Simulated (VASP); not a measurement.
# Nb (Pm-3m) in VASP: a series of runs

Nb is run at these levels: PBE; tasks: single point.

Everything below comes from runs of VASP 6.6.1. Logs are shortened: lines on timing, memory, paths and dates and some standing lists are left out, and cuts for length are marked.

### Step 1. The cell of the first run

Symmetry: Pm-3m, No. 221, cubic system. The conventional cell has a = 2.608 Å, b = 2.608 Å, c = 2.608 Å, α = 90.00°, β = 90.00°, γ = 90.00°. Within 3.4 Å of Nb (site symmetry m-3m) lie 6 Nb at 2.61 Å.

### Step 2. Single point, PBE (volume scaled by 0.88)

Contents of INCAR:

```
ALGO = Normal
EDIFF = 1E-7
ENCUT = 520
GGA = PE
ISIF = 2
ISMEAR = -1
LASPH = T
LCHARG = F
LREAL = F
LWAVE = F
NBANDS = 12
NELM = 100
PREC = Accurate
SIGMA = 0.1
```

Contents of KPOINTS:

```
k-points
0
Gamma
  16 16 16
```

Contents of POSCAR:

```
Nb
1.0
    2.6083867888      0.0000000000      0.0000000000
    0.0000000000      2.6083867888      0.0000000000
    0.0000000000      0.0000000000      2.6083867888
Nb
1
Direct
    0.0000000000      0.0000000000      0.0000000000
```

Potentials or basis: VASP PAW PBE potentials, release 64 (Nb_sv).

Launch:

```
$ cat potpaw_PBE.64/Nb_sv/POTCAR > POTCAR
$ mpirun -np 1 vasp_std > vasp.out
```

OUTCAR:

```text
EDIFF = 1E-7
   ENCUT = 520
   GGA = PE
   ISIF = 2
   ISMEAR = -1
   LASPH = T
   LREAL = F
   NELM = 100
   PREC = Accurate

 ion  position               nearest neighbor table
   1  0.000  0.000  0.000-

  LATTYP: Found a simple cubic cell.
 ALAT       =     2.6083867888

  Lattice vectors:

 A1 = (   2.6083867888,   0.0000000000,   0.0000000000)
 A2 = (   0.0000000000,   2.6083867888,   0.0000000000)
 A3 = (   0.0000000000,   0.0000000000,   2.6083867888)

Analysis of symmetry for initial positions (statically):
=====================================================================
 Subroutine PRICEL returns:
 Original cell was already a primitive cell.

 Routine SETGRP: Setting up the symmetry group for a
 simple cubic supercell.

 Subroutine GETGRP returns: Found 48 space group operations
 (whereof 48 operations were pure point group operations)
 out of a pool of 48 trial point group operations.

The static configuration has the point symmetry O_h .

Analysis of symmetry for dynamics (positions and initial velocities):
=====================================================================
 Subroutine PRICEL returns:
 Original cell was already a primitive cell.

 Routine SETGRP: Setting up the symmetry group for a
 simple cubic supercell.

 Subroutine GETGRP returns: Found 48 space group operations
 (whereof 48 operations were pure point group operations)
 out of a pool of 48 trial point group operations.

The dynamic configuration has the point symmetry O_h .

 Subroutine INISYM returns: Found 48 space group operations
 (whereof 48 operations are pure point group operations),
 and found     1 'primitive' translations

----------------------------------------------------------------------------------------

                                     Primitive cell

  volume of cell :      17.7466

  direct lattice vectors                    reciprocal lattice vectors
     2.608386789  0.000000000  0.000000000     0.383378724  0.000000000  0.000000000
     0.000000000  2.608386789  0.000000000     0.000000000  0.383378724  0.000000000
     0.000000000  0.000000000  2.608386789     0.000000000  0.000000000  0.383378724

  length of vectors
     2.608386789  2.608386789  2.608386789     0.383378724  0.383378724  0.383378724

  position of ions in fractional coordinates (direct lattice)
     0.000000000  0.000000000  0.000000000

  ion indices of the primitive-cell ions
   primitive index   ion index
                 1           1

----------------------------------------------------------------------------------------

 KPOINTS: k-points

Automatic generation of k-mesh.
 Grid dimensions read from file:
 generate k-points for:   16   16   16

 Generating k-lattice:

  Cartesian coordinates                     Fractional coordinates (reciprocal lattice)
     0.023961170  0.000000000  0.000000000     0.062500000  0.000000000  0.000000000
     0.000000000  0.023961170  0.000000000     0.000000000  0.062500000  0.000000000
     0.000000000  0.000000000  0.023961170     0.000000000  0.000000000  0.062500000

  Length of vectors
     0.023961170  0.023961170  0.023961170

  Shift w.r.t. Gamma in fractional coordinates (k-lattice)
     0.000000000  0.000000000  0.000000000

 Subroutine IBZKPT returns following result:
 ===========================================

 Found    165 irreducible k-points:

 Following reciprocal coordinates:
            Coordinates               Weight
  0.000000  0.000000  0.000000      1.000000
  0.062500  0.000000  0.000000      6.000000
  0.125000  0.000000  0.000000      6.000000
  0.187500  0.000000  0.000000      6.000000
  0.250000  0.000000  0.000000      6.000000
  0.312500  0.000000  0.000000      6.000000
[... 16 lines left out ...]
  0.437500  0.125000  0.000000     24.000000
  0.500000  0.125000  0.000000     12.000000
 [... further k-points ...]
   k-points           NKPTS =    165   k-points in BZ     NKDIM =    165   number of bands    NBANDS=     12
   number of dos      NEDOS =    301   number of ions     NIONS =      1
   total plane-waves  NPLWV =   8000
   dimension x,y,z NGX =    20 NGY =   20 NGZ =   20
   dimension x,y,z NGXF=    40 NGYF=   40 NGZF=   40
   ions per type =               1
   NGX,Y,Z   is equivalent  to a cutoff of  12.75, 12.75, 12.75 a.u.
   NGXF,Y,Z  is equivalent  to a cutoff of  25.49, 25.49, 25.49 a.u.
 SYSTEM =  unknown system
   PREC   = accura    normal or accurate (medium, high low for compatibility)
   ISTART =      0    job   : 0-new  1-cont  2-samecut
   ICHARG =      2    charge: 1-file 2-atom 10-const
   ISPIN  =      1    spin polarized calculation?
   LNONCOLLINEAR =      F non collinear calculations
   LSORBIT =      F    spin-orbit coupling
   LASPH  =      T    aspherical Exc in radial PAW
   ENCUT  =  520.0 eV  38.22 Ry    6.18 a.u.   4.85  4.85  4.85*2*pi/ulx,y,z
   NELM   =    100;   NELMIN=  2; NELMDL= -5     # of ELM steps
   EDIFF  = 0.1E-06   stopping-criterion for ELM
   LREAL  =      F    real-space projection
   EDIFFG = 0.1E-05   stopping-criterion for IOM
   NSW    =      0    number of steps for IOM
   IBRION =     -1    ionic relax: 0-MD 1-quasi-New 2-CG
   NFREE  =      0    steps in history (QN), initial steepest desc. (CG)
   ISIF   =      2    stress and relaxation
   ISYM   =      2    0-nonsym 1-usesym 2-fastsym
   POTIM  = 0.5000    time-step for ionic-motion
   TEBEG  =    0.0;   TEEND  =   0.0 temperature during run
   PSTRESS=    0.0 pullay stress
   NELECT =      13.0000    total number of electrons
   NUPDOWN=      -1.0000    fix difference up-down
   EMIN   =  10.00;   EMAX   =-10.00  energy-range for DOS
   EFERMI =   0.00;   METHOD = LEGACY
   ISMEAR =    -1;   SIGMA  =   0.10  broadening in eV -4-tet -1-fermi 0-gaus
   EFERMI_NEDOS =   21; number of points for ismear=-14 and -15
   IALGO  =     38    algorithm
   IMIX   =      4    mixing-type and parameters
     AMIX     =   0.40;   BMIX     =  1.00
     AMIX_MAG =   1.60;   BMIX_MAG =  1.00
  volume/ion in A,a.u.               =      17.75       119.76
  Fermi-wavevector in a.u.,A,eV,Ry     =   1.475765  2.788792 29.631900  2.177883
  Thomas-Fermi vector in A             =   2.590374
   LORBIT       =      0    0 simple, 1 ext, 2 COOP (PROOUT), +10 PAW based schemes
   GGA     = PE    functional components
   LHFCALC =     F    Hartree Fock is set to
   AEXX    =    0.0000 exact exchange contribution
   IVDW    =     0    specifies the selected vdW correction
   LEPSILON=     F    determine dielectric tensor
   LRPA    =     F    only Hartree local field effects (RPA)
 non-spin polarized calculation
  energy-cutoff  :      520.00
  volume of cell :       17.75
 maximum number of plane-waves:       500
 NGX is ok and might be reduce to    20
   NGX =  9   NGY =  9   NGZ =  9

 number of electron      13.0000002 magnetization

 Free energy of the ion-electron system (eV)
  ---------------------------------------------------
  ext. energy  EPLUGINS =         0.00000000
  ---------------------------------------------------
  free energy    TOTEN  =        -9.10816319 eV

  energy without entropy =       -9.06864561  energy(sigma->0) =       -9.08840440

 E-fermi :  11.4717     XC(G=0): -12.4570

 val. band max:       11.4676406110   @ k =   0.3750   0.1875   0.1875
 cond. band min:      11.4745280758   @ k =   0.5000   0.1875   0.1875
 fundamental gap:      0.0068874648
 Fermi energy:        11.4717323497

 k-point     1 :       0.0000    0.0000    0.0000
  band No.  band energies     occupation
      1     -43.1477      2.00000
      2     -18.1200      2.00000
      3     -18.1200      2.00000
      4     -18.1200      2.00000
      5       5.6521      2.00000
      6       8.2130      2.00000
      7       8.2130      2.00000
      8      17.4044      0.00000
      9      17.4044      0.00000
     10      17.4044      0.00000
     11      27.2410      0.00000
     12      27.2410      0.00000

 k-point     2 :       0.0625    0.0000    0.0000
  band No.  band energies     occupation
      1     -43.1370      2.00000
      2     -18.2066      2.00000
      3     -18.1127      2.00000
      4     -18.1127      2.00000
      5       5.7807      2.00000
      6       8.2479      2.00000
      7       8.3682      2.00000
      8      17.1829      0.00000
      9      17.1829      0.00000
     10      17.4193      0.00000
     11      26.6337      0.00000
     12      27.5216      0.00000

 k-point     3 :       0.1250    0.0000    0.0000
  band No.  band energies     occupation
      1     -43.1061      2.00000
      2     -18.4484      2.00000
      3     -18.0918      2.00000
      4     -18.0918      2.00000
      5       6.1296      2.00000
      6       8.3488      2.00000
      7       8.8365      2.00000
      8      16.6102      0.00000
      9      16.6102      0.00000
     10      17.4622      0.00000
     11      25.3138      0.00000
     12      28.2599      0.00000
[... 286 lines left out ...]
 k-point    23 :       0.4375    0.1250    0.0000
  band No.  band energies     occupation
      1     -42.8262      2.00000
      2     -20.0453      2.00000
      3     -18.2387      2.00000
      4     -17.9054      2.00000
      5       9.0815      2.00000
      6       9.8645      2.00000
      7      10.8167      1.99714
      8      13.7366      0.00000
      9      14.8363      0.00000
     10      17.1326      0.00000
     11      22.4175      0.00000
     12      26.3321      0.00000

 k-point    24 :       0.5000    0.1250    0.0000
  band No.  band energies     occupation
      1     -42.8147      2.00000
      2     -20.1152      2.00000
      3     -18.2303      2.00000
      4     -17.8979      2.00000
      5       9.2461      2.00000
      6      10.0634      2.00000
      7      10.5411      1.99982
      8      13.6297      0.00000
      9      14.9487      0.00000
     10      17.1527      0.00000
     11      22.6030      0.00000
     12      26.1462      0.00000

 [... further k-points ...]

------------------------ aborting loop because EDIFF is reached ----------------------------------------

  FORCE on cell =-STRESS in cart. coord.  units (eV):
  Direction    XX          YY          ZZ          XY          YZ          ZX
  --------------------------------------------------------------------------------------
  -------------------------------------------------------------------------------------
  Total        2.3093457      2.3093457      2.3093457     -0.0000000      0.0000000     -0.0000000
  in kB      208.4891967    208.4891967    208.4891967     -0.0000000      0.0000000     -0.0000000
  external PRESSURE =     208.4891967 kB  Pullay stress =       0.0000000 kB

 VOLUME and BASIS-vectors are now :
 -----------------------------------------------------------------------------
  energy-cutoff  :      520.00
  volume of cell :       17.75
      direct lattice vectors                 reciprocal lattice vectors
     2.608386789  0.000000000  0.000000000     0.383378724  0.000000000  0.000000000
     0.000000000  2.608386789  0.000000000     0.000000000  0.383378724  0.000000000
     0.000000000  0.000000000  2.608386789     0.000000000  0.000000000  0.383378724

 POSITION                                       TOTAL-FORCE (eV/Angst)
 -----------------------------------------------------------------------------------
      0.00000      0.00000      0.00000         0.000000      0.000000      0.000000
 -----------------------------------------------------------------------------------
    total drift:                                0.000000      0.000000      0.000000

  FREE ENERGIE OF THE ION-ELECTRON SYSTEM (eV)
  ---------------------------------------------------
  free  energy   TOTEN  =        -9.1081631902 eV

  energy  without entropy=       -9.0686456068  energy(sigma->0) =       -9.08840440
```

Wall time 24 s (1 thread of Intel Xeon Platinum 8259CL at 2.50GHz (Skylake/Cascade Lake), shared host); peak memory 0.15 GiB.

Results:

```
Free energy : -9.1082 eV
Pressure    : 20.8 GPa
```

Caveat: the cell differs from its parent crystal (volume scaled by 0.88).

### Step 3. Single point, PBE

This run uses another cell than the first one, of 20.17 Å³/atom, 1.136 times its volume.

Contents of INCAR:

```
SYSTEM = Nb
PREC = Accurate
ENCUT = 520
EDIFF = 1E-7
ISMEAR = -1
SIGMA = 0.1
LREAL = .False.
LASPH = .True.
NELM = 60
ALGO = Normal
ISIF = 2
LWAVE = .False.
LCHARG = .False.
GGA = PE
NBANDS = 12
```

Contents of KPOINTS:

```
regular mesh
0
Gamma
  16 16 16
  0 0 0
```

Contents of POSCAR:

```
Nb
1.0
    2.7219351117      0.0000000000      0.0000000000
    0.0000000000      2.7219351117      0.0000000000
    0.0000000000      0.0000000000      2.7219351117
Nb
1
Direct
    0.0000000000      0.0000000000      0.0000000000
```

Potentials or basis: VASP PAW PBE potentials, release 64 (Nb_sv).

Launch:

```
$ cat potpaw_PBE.64/Nb_sv/POTCAR > POTCAR
$ mpirun -np 1 vasp_std > vasp.out
```

Wall time 24 s (1 thread of Intel Xeon Platinum 8259CL at 2.50GHz (Skylake/Cascade Lake), shared host); peak memory 0.15 GiB.

Results (log left out):

```yaml
Free_energy: -9.2504 eV
Pressure: -0.2 GPa
```

Levels at points of the mesh, in eV from the Fermi level:
| k point | band 4 | band 5 | band 6 | band 7 | band 8 | band 9 | band 10 | band 11 |
| --- | --- | --- | --- | --- | --- | --- | --- | --- |
| (0.00, 0.00, 0.00) | -29.93 | -5.56 | -2.73 | -2.73 | 5.11 | 5.11 | 5.11 | 14.61 |
| (0.50, 0.00, 0.00) | -29.80 | -2.48 | -1.84 | 0.55 | 1.89 | 1.89 | 5.44 | 9.64 |
| (0.50, 0.50, 0.00) | -29.68 | -3.99 | -1.01 | 2.57 | 2.57 | 5.77 | 5.77 | 7.25 |
| (0.50, 0.50, 0.50) | -30.96 | -2.42 | -2.42 | -2.42 | 7.41 | 7.48 | 7.48 | 12.24 |
